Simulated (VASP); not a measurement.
Crystal: HfN.

```xyz
2
Lattice="0.0000 2.4871 2.4871 2.4871 0.0000 2.4871 2.4871 2.4871 0.0000" Properties=species:S:1:pos:R:3 pbc="T T T"
Hf    0.0000    0.0000    0.0000
N     1.2436    1.2436    1.2436
```

Program: VASP 6.6.1. Alike in all runs: task single point; no spin polarisation; cell as given; k mesh 9 × 9 × 9; cutoff (eV) 520; smearing fermi-dirac 0.05 eV.

Task: Order these runs on this cell by their pressure, lowest first.
A. level LDA; potentials or basis VASP PAW LDA potentials, release 64 (Hf_pv, N)
B. level r2SCAN; potentials or basis VASP PAW PBE potentials, release 64 (Hf_pv, N)
C. level PBE; potentials or basis VASP PAW PBE potentials, release 64 (Hf_pv, N)
D. level PBEsol; potentials or basis VASP PAW PBE potentials, release 64 (Hf_pv, N)

Result: A (-16.3 GPa), D (-12.5 GPa), B (-10.6 GPa), C (-7.3 GPa).

Caveats: the PAW data sets were made with another functional, which shifts forces and pressure a little (some runs).
